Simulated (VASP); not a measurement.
# Au (Fm-3m) in VASP: notebook

Au is run at these levels: LDA; tasks: single point.

All numbers are computed with VASP 6.6.1; they aren't measurements. Logs are shortened: lines on timing, memory, paths and dates and some standing lists are left out, and cuts for length are marked.

## Step 1: The cell of the first run

Symmetry: Fm-3m, No. 225, cubic system. Conventional cell: a = 4.048 Å, b = 4.048 Å, c = 4.048 Å, α = 90.00°, β = 90.00°, γ = 90.00°. Au (site symmetry m-3m) has 12 Au at 2.86 Å within 3.8 Å.

## Step 2: Single point, LDA

File INCAR:

```
SYSTEM = Au
PREC = Accurate
ENCUT = 520
EDIFF = 1E-6
ISMEAR = 0
SIGMA = 0.1
LREAL = .False.
LASPH = .True.
NELM = 80
ALGO = Normal
ISIF = 2
LWAVE = .False.
LCHARG = .True.
GGA = CA
LELF = .True.
LVHAR = .True.
NBANDS = 12
```

File KPOINTS:

```
Automatic mesh
0
Gamma
  18 18 18
  0 0 0
```

File POSCAR:

```
Au
1.0
    0.0000000000      2.0241634906      2.0241634906
    2.0241634906      0.0000000000      2.0241634906
    2.0241634906      2.0241634906      0.0000000000
Au
1
Direct
    0.0000000000      0.0000000000      0.0000000000
```

Potentials or basis: VASP PAW LDA potentials, release 64 (Au).

Started as:

```bash
$ cat potpaw_LDA.64/Au/POTCAR > POTCAR
$ mpirun -np 1 vasp_std > vasp.out
```

OUTCAR:

```text
SYSTEM = Au
   PREC = Accurate
   ENCUT = 520
   EDIFF = 1E-6
   ISMEAR = 0
   LREAL = .False.
   LASPH = .True.
   NELM = 80
   ISIF = 2
   GGA = CA

 ion  position               nearest neighbor table
   1  0.000  0.000  0.000-

  LATTYP: Found a face centered cubic cell.
 ALAT       =     4.0483269812

  Lattice vectors:

 A1 = (   0.0000000000,   2.0241634906,   2.0241634906)
 A2 = (   2.0241634906,   0.0000000000,   2.0241634906)
 A3 = (   2.0241634906,   2.0241634906,   0.0000000000)

Analysis of symmetry for initial positions (statically):
=====================================================================
 Subroutine PRICEL returns:
 Original cell was already a primitive cell.

 Routine SETGRP: Setting up the symmetry group for a
 face centered cubic supercell.

 Subroutine GETGRP returns: Found 48 space group operations
 (whereof 48 operations were pure point group operations)
 out of a pool of 48 trial point group operations.

The static configuration has the point symmetry O_h .

Analysis of symmetry for dynamics (positions and initial velocities):
=====================================================================
 Subroutine PRICEL returns:
 Original cell was already a primitive cell.

 Routine SETGRP: Setting up the symmetry group for a
 face centered cubic supercell.

 Subroutine GETGRP returns: Found 48 space group operations
 (whereof 48 operations were pure point group operations)
 out of a pool of 48 trial point group operations.

The dynamic configuration has the point symmetry O_h .

 Subroutine INISYM returns: Found 48 space group operations
 (whereof 48 operations are pure point group operations),
 and found     1 'primitive' translations

----------------------------------------------------------------------------------------

                                     Primitive cell

  volume of cell :      16.5870

  direct lattice vectors                    reciprocal lattice vectors
     0.000000000  2.024163491  2.024163491    -0.247015620  0.247015620  0.247015620
     2.024163491  0.000000000  2.024163491     0.247015620 -0.247015620  0.247015620
     2.024163491  2.024163491  0.000000000     0.247015620  0.247015620 -0.247015620

  length of vectors
     2.862599461  2.862599461  2.862599461     0.427843604  0.427843604  0.427843604

  position of ions in fractional coordinates (direct lattice)
     0.000000000  0.000000000  0.000000000

  ion indices of the primitive-cell ions
   primitive index   ion index
                 1           1

----------------------------------------------------------------------------------------

 KPOINTS: Automatic mesh

Automatic generation of k-mesh.
 Grid dimensions read from file:
 generate k-points for:   18   18   18

 Generating k-lattice:

  Cartesian coordinates                     Fractional coordinates (reciprocal lattice)
    -0.013723090  0.013723090  0.013723090     0.055555556  0.000000000  0.000000000
     0.013723090 -0.013723090  0.013723090     0.000000000  0.055555556  0.000000000
     0.013723090  0.013723090 -0.013723090     0.000000000  0.000000000  0.055555556

  Length of vectors
     0.023769089  0.023769089  0.023769089

  Shift w.r.t. Gamma in fractional coordinates (k-lattice)
     0.000000000  0.000000000  0.000000000

 Subroutine IBZKPT returns following result:
 ===========================================

 Found    195 irreducible k-points:

 Following reciprocal coordinates:
            Coordinates               Weight
  0.000000  0.000000  0.000000      1.000000
  0.055556  0.000000  0.000000      8.000000
  0.111111  0.000000  0.000000      8.000000
  0.166667  0.000000  0.000000      8.000000
  0.222222  0.000000  0.000000      8.000000
  0.277778  0.000000  0.000000      8.000000
[... 16 lines left out ...]
 -0.277778  0.055556  0.000000     24.000000
 -0.222222  0.055556  0.000000     24.000000
 [... further k-points ...]
   k-points           NKPTS =    195   k-points in BZ     NKDIM =    195   number of bands    NBANDS=     12
   number of dos      NEDOS =    301   number of ions     NIONS =      1
   total plane-waves  NPLWV =  13824
   dimension x,y,z NGX =    24 NGY =   24 NGZ =   24
   dimension x,y,z NGXF=    48 NGYF=   48 NGZF=   48
   ions per type =               1
   NGX,Y,Z   is equivalent  to a cutoff of  13.94, 13.94, 13.94 a.u.
   NGXF,Y,Z  is equivalent  to a cutoff of  27.88, 27.88, 27.88 a.u.
 SYSTEM =  Au
   PREC   = accura    normal or accurate (medium, high low for compatibility)
   ISTART =      0    job   : 0-new  1-cont  2-samecut
   ICHARG =      2    charge: 1-file 2-atom 10-const
   ISPIN  =      1    spin polarized calculation?
   LNONCOLLINEAR =      F non collinear calculations
   LSORBIT =      F    spin-orbit coupling
   LASPH  =      T    aspherical Exc in radial PAW
   ENCUT  =  520.0 eV  38.22 Ry    6.18 a.u.   5.32  5.32  5.32*2*pi/ulx,y,z
   NELM   =     80;   NELMIN=  2; NELMDL= -5     # of ELM steps
   EDIFF  = 0.1E-05   stopping-criterion for ELM
   LREAL  =      F    real-space projection
   EDIFFG = 0.1E-04   stopping-criterion for IOM
   NSW    =      0    number of steps for IOM
   IBRION =     -1    ionic relax: 0-MD 1-quasi-New 2-CG
   NFREE  =      0    steps in history (QN), initial steepest desc. (CG)
   ISIF   =      2    stress and relaxation
   ISYM   =      2    0-nonsym 1-usesym 2-fastsym
   POTIM  = 0.5000    time-step for ionic-motion
   TEBEG  =    0.0;   TEEND  =   0.0 temperature during run
   PSTRESS=    0.0 pullay stress
   NELECT =      11.0000    total number of electrons
   NUPDOWN=      -1.0000    fix difference up-down
   EMIN   =  10.00;   EMAX   =-10.00  energy-range for DOS
   EFERMI =   0.00;   METHOD = LEGACY
   ISMEAR =     0;   SIGMA  =   0.10  broadening in eV -4-tet -1-fermi 0-gaus
   EFERMI_NEDOS =   21; number of points for ismear=-14 and -15
   IALGO  =     38    algorithm
   IMIX   =      4    mixing-type and parameters
     AMIX     =   0.40;   BMIX     =  1.00
     AMIX_MAG =   1.60;   BMIX_MAG =  1.00
  volume/ion in A,a.u.               =      16.59       111.93
  Fermi-wavevector in a.u.,A,eV,Ry     =   1.427634  2.697837 27.730553  2.038138
  Thomas-Fermi vector in A             =   2.547782
   LORBIT       =      0    0 simple, 1 ext, 2 COOP (PROOUT), +10 PAW based schemes
   GGA     = CA    functional components
   LHFCALC =     F    Hartree Fock is set to
   AEXX    =    0.0000 exact exchange contribution
   IVDW    =     0    specifies the selected vdW correction
   LEPSILON=     F    determine dielectric tensor
   LRPA    =     F    only Hartree local field effects (RPA)
 non-spin polarized calculation
 Gauss-broadening in eV      SIGMA  =   0.10
  energy-cutoff  :      520.00
  volume of cell :       16.59
 maximum number of plane-waves:       459
 NGX is ok and might be reduce to    24
   NGX = 11   NGY = 11   NGZ = 11

 number of electron      10.9999999 magnetization

 Free energy of the ion-electron system (eV)
  ---------------------------------------------------
  ext. energy  EPLUGINS =         0.00000000
  ---------------------------------------------------
  free energy    TOTEN  =        -4.44606218 eV

  energy without entropy =       -4.44460305  energy(sigma->0) =       -4.44533261

 E-fermi :   9.7295     XC(G=0): -13.1399

 val. band max:        9.7195636363   @ k =   0.5000   0.1667   0.0556
 cond. band min:       9.7432959970   @ k =   0.5000   0.2778   0.1111
 fundamental gap:      0.0237323606
 Fermi energy:         9.7294511322

 k-point     1 :       0.0000    0.0000    0.0000
  band No.  band energies     occupation
      1      -0.4544      2.00000
      2       4.8917      2.00000
      3       4.8917      2.00000
      4       4.8917      2.00000
      5       6.5055      2.00000
      6       6.5055      2.00000
      7      24.1947      0.00000
      8      28.3056      0.00000
      9      28.3056      0.00000
     10      28.3056      0.00000
     11      33.4226      0.00000
     12      38.3087      0.00000

 k-point     2 :       0.0556    0.0000    0.0000
  band No.  band energies     occupation
      1      -0.3437      2.00000
      2       4.8538      2.00000
      3       4.9311      2.00000
      4       4.9311      2.00000
      5       6.4869      2.00000
      6       6.4869      2.00000
      7      24.3338      0.00000
      8      27.6078      0.00000
      9      28.4447      0.00000
     10      28.4447      0.00000
     11      34.0454      0.00000
     12      36.8671      0.00000

 k-point     3 :       0.1111    0.0000    0.0000
  band No.  band energies     occupation
      1      -0.0205      2.00000
      2       4.7572      2.00000
      3       5.0340      2.00000
      4       5.0340      2.00000
      5       6.4488      2.00000
      6       6.4488      2.00000
      7      24.6680      0.00000
      8      26.1409      0.00000
      9      28.8404      0.00000
     10      28.8404      0.00000
     11      33.8542      0.00000
     12      36.2036      0.00000
[... 286 lines left out ...]
 k-point    23 :      -0.2778    0.0556    0.0000
  band No.  band energies     occupation
      1       1.8857      2.00000
      2       4.9215      2.00000
      3       5.1592      2.00000
      4       5.1774      2.00000
      5       6.6952      2.00000
      6       7.2559      2.00000
      7      19.2931      0.00000
      8      24.9803      0.00000
      9      27.8861      0.00000
     10      30.5523      0.00000
     11      31.4847      0.00000
     12      33.0501      0.00000

 k-point    24 :      -0.2222    0.0556    0.0000
  band No.  band energies     occupation
      1       1.3834      2.00000
      2       4.6032      2.00000
      3       5.2136      2.00000
      4       5.2542      2.00000
      5       6.3979      2.00000
      6       6.9080      2.00000
      7      21.4851      0.00000
      8      25.3884      0.00000
      9      28.4954      0.00000
     10      30.6893      0.00000
     11      31.4101      0.00000
     12      32.8191      0.00000

 [... further k-points ...]
[... 5 lines left out ...]
  --------------------------------------------------------------------------------------
  -------------------------------------------------------------------------------------
  Total        0.0528570      0.0528570      0.0528570      0.0000000     -0.0000000     -0.0000000
  in kB        5.1055984      5.1055984      5.1055984      0.0000000     -0.0000000     -0.0000000
  external PRESSURE =       5.1055984 kB  Pullay stress =       0.0000000 kB

 VOLUME and BASIS-vectors are now :
 -----------------------------------------------------------------------------
  energy-cutoff  :      520.00
  volume of cell :       16.59
      direct lattice vectors                 reciprocal lattice vectors
     0.000000000  2.024163491  2.024163491    -0.247015620  0.247015620  0.247015620
     2.024163491  0.000000000  2.024163491     0.247015620 -0.247015620  0.247015620
     2.024163491  2.024163491  0.000000000     0.247015620  0.247015620 -0.247015620

 POSITION                                       TOTAL-FORCE (eV/Angst)
 -----------------------------------------------------------------------------------
      0.00000      0.00000      0.00000        -0.000000      0.000000      0.000000
 -----------------------------------------------------------------------------------
    total drift:                                0.000000      0.000000      0.000000

  FREE ENERGIE OF THE ION-ELECTRON SYSTEM (eV)
  ---------------------------------------------------
  free  energy   TOTEN  =        -4.4460621760 eV

  energy  without entropy=       -4.4446030470  energy(sigma->0) =       -4.44533261
```

It took 21 s on 1 thread of Intel Xeon Platinum 8259CL at 2.50GHz (Skylake/Cascade Lake), shared host; peak memory 0.16 GiB.

What came out:

| Property | Result |
| --- | --- |
| Free energy | -4.4461 eV |
| Pressure | 0.5 GPa |

Levels at points of the mesh, in eV from the Fermi level:
| k point | band 3 | band 4 | band 5 | band 6 | band 7 | band 8 | band 9 | band 10 |
| --- | --- | --- | --- | --- | --- | --- | --- | --- |
| (0.00, 0.00, 0.00) | -4.84 | -4.84 | -3.22 | -3.22 | 14.47 | 18.58 | 18.58 | 18.58 |
| (0.50, 0.00, 0.00) | -4.87 | -1.96 | -1.96 | -1.11 | 3.22 | 13.93 | 17.24 | 17.24 |
| (0.50, 0.50, 0.00) | -2.00 | -1.62 | -1.62 | 0.91 | 5.99 | 10.02 | 10.02 | 17.57 |

Caveat: spin-orbit coupling is left out, which moves the levels of the heavy elements.

## Step 3: Single point, LDA (volume scaled by 0.98)

File INCAR:

```
PREC     = Accurate       # precision mode
ENCUT    = 520            # plane-wave cutoff, eV
EDIFF    = 1E-6           # SCF threshold, eV
ISMEAR   = -1             # smearing method
SIGMA    = 0.15           # smearing width, eV
LREAL    = False          # projectors in reciprocal space
LASPH    = True           # aspherical terms in the spheres
NELM     = 100            # most SCF steps
ALGO     = Fast           # electronic algorithm
ISIF     = 2              # what is computed and relaxed
LWAVE    = False          # write WAVECAR
LCHARG   = False          # write CHGCAR
NBANDS   = 12             # bands
```

File KPOINTS:

```
regular mesh
0
Gamma
  20 20 20
```

File POSCAR:

```
Au
1.0
    0.0000000000      2.0103995441      2.0103995441
    2.0103995441      0.0000000000      2.0103995441
    2.0103995441      2.0103995441      0.0000000000
Au
1
Direct
    0.0000000000      0.0000000000      0.0000000000
```

Potentials or basis: VASP PAW LDA potentials, release 64 (Au).

Started as:

```bash
$ cat potpaw_LDA.64/Au/POTCAR > POTCAR
$ mpirun -np 1 vasp_std > vasp.out
```

OUTCAR:

```text
PREC = Accurate
   ENCUT = 520
   EDIFF = 1E-6
   ISMEAR = -1
   LREAL = False
   LASPH = True
   NELM = 100
   ISIF = 2

 ion  position               nearest neighbor table
   1  0.000  0.000  0.000-

  LATTYP: Found a face centered cubic cell.
 ALAT       =     4.0207990882

  Lattice vectors:

 A1 = (   0.0000000000,   2.0103995441,   2.0103995441)
 A2 = (   2.0103995441,   0.0000000000,   2.0103995441)
 A3 = (   2.0103995441,   2.0103995441,   0.0000000000)

Analysis of symmetry for initial positions (statically):
=====================================================================
 Subroutine PRICEL returns:
 Original cell was already a primitive cell.

 Routine SETGRP: Setting up the symmetry group for a
 face centered cubic supercell.

 Subroutine GETGRP returns: Found 48 space group operations
 (whereof 48 operations were pure point group operations)
 out of a pool of 48 trial point group operations.

The static configuration has the point symmetry O_h .

Analysis of symmetry for dynamics (positions and initial velocities):
=====================================================================
 Subroutine PRICEL returns:
[... 160 lines left out ...]
 fundamental gap:      0.0089291209
 Fermi energy:        10.1290059685

 k-point     1 :       0.0000    0.0000    0.0000
  band No.  band energies     occupation
      1      -0.3174      2.00000
      2       5.1325      2.00000
      3       5.1325      2.00000
      4       5.1325      2.00000
      5       6.8042      2.00000
      6       6.8042      2.00000
      7      24.5185      0.00000
      8      28.7487      0.00000
      9      28.7487      0.00000
     10      28.7487      0.00000
     11      33.9344      0.00000
     12      39.0666      0.00000
[... 331 lines left out ...]
 k-point    24 :      -0.3500    0.0500    0.0000
  band No.  band energies     occupation
      1       2.3276      2.00000
      2       5.2064      2.00000
      3       5.2733      2.00000
      4       6.2677      2.00000
      5       7.5005      2.00000
      6       8.0751      2.00000
      7      16.9867      0.00000
      8      24.6827      0.00000
      9      27.6947      0.00000
     10      29.2792      0.00000
     11      33.7784      0.00000
     12      34.8355      0.00000

 [... further k-points ...]
[... 5 lines left out ...]
  --------------------------------------------------------------------------------------
  -------------------------------------------------------------------------------------
  Total        0.4793526      0.4793526      0.4793526     -0.0000000     -0.0000000      0.0000000
  in kB       47.2594383     47.2594383     47.2594383     -0.0000000     -0.0000000      0.0000000
  external PRESSURE =      47.2594383 kB  Pullay stress =       0.0000000 kB

 VOLUME and BASIS-vectors are now :
 -----------------------------------------------------------------------------
  energy-cutoff  :      520.00
  volume of cell :       16.25
      direct lattice vectors                 reciprocal lattice vectors
     0.000000000  2.010399544  2.010399544    -0.248706781  0.248706781  0.248706781
     2.010399544  0.000000000  2.010399544     0.248706781 -0.248706781  0.248706781
     2.010399544  2.010399544  0.000000000     0.248706781  0.248706781 -0.248706781

 POSITION                                       TOTAL-FORCE (eV/Angst)
 -----------------------------------------------------------------------------------
      0.00000      0.00000      0.00000         0.000000      0.000000      0.000000
 -----------------------------------------------------------------------------------
    total drift:                               -0.000000      0.000000      0.000000

  FREE ENERGIE OF THE ION-ELECTRON SYSTEM (eV)
  ---------------------------------------------------
  free  energy   TOTEN  =        -4.4501266101 eV

  energy  without entropy=       -4.4299765960  energy(sigma->0) =       -4.44005160
```

stdout:

```text
POSCAR found type information on POSCAR Au
 POSCAR found :  1 types and       1 ions
 scaLAPACK will be used
 LDA part: xc-table for (Slater(with rela. corr.)+CA(PZ))
 , standard interpolation
 POSCAR, INCAR and KPOINTS ok, starting setup
 FFT: planning ... GRIDC
 FFT: planning ... GRID_SOFT
 FFT: planning ... GRID
 WAVECAR not read
 entering main loop
WARNING in EDDRMM: call to ZHEGV failed, returncode =   8  4     12
```

Run time: 35 s. Hardware: 1 thread of Intel Xeon Platinum 8259CL at 2.50GHz (Skylake/Cascade Lake), shared host; peak memory 0.16 GiB.

What came out:

```yaml
Free_energy: -4.4501 eV
Pressure: 4.7 GPa
```

Levels at points of the mesh, in eV from the Fermi level:
```tsv
k point	band 4	band 5	band 6	band 7	band 8	band 9
(0.00, 0.00, 0.00)	-5.00	-3.32	-3.32	14.39	18.62	18.62
(0.50, 0.00, 0.00)	-2.01	-2.01	-1.25	3.30	13.86	17.35
(0.50, 0.50, 0.00)	-1.66	-1.66	0.81	6.12	10.04	10.04
```

Caveat: spin-orbit coupling is left out, which moves the levels of the heavy elements.
